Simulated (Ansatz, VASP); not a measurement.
**Two plane-wave programs on As**

```
As
1.0
     1.90555    1.10017    3.56030
    -1.90555    1.10017    3.56030
     0.00000   -2.20034    3.56030
As
2
Direct
  0.22600 0.22600 0.22600
  0.77400 0.77400 0.77400
```

Alike in both runs: task single point; functional HSE06; k mesh 6 × 6 × 6; occupations fermi-dirac, width 0.05 eV; no spin polarisation.

|  | VASP | Ansatz |
| --- | --- | --- |
| version | VASP 6.6.1 | Ansatz 0.2.0 |
| potentials or method | VASP PAW PBE potentials, release 64 (As) | Ansatz PAW |
| plane-wave cutoff (eV) | 520 | 420 |
| valence electrons in the cell | 10 | 30 |

|  | VASP | Ansatz | Ansatz less VASP |
| --- | --- | --- | --- |
| gap on the k mesh at the Fermi level (eV) | none | none | - |
| pressure (GPa) | -2.5 | -2.1 | +0.31 |
| traceless stress, the component that is largest in VASP (GPa) | 0.88 | 0.79 | -0.087 |
| rms of the force components (eV/Å) | 0.119 | 0.114 | -0.0046 |

Atom by atom the forces differ by 0.005 eV/Å (rms over components). A gap of «none» marks a metal or a gap that the smearing closes. VASP's potentials hold 10 valence electrons a cell and Ansatz's 30, so a difference there can come from the potentials and not from the codes.
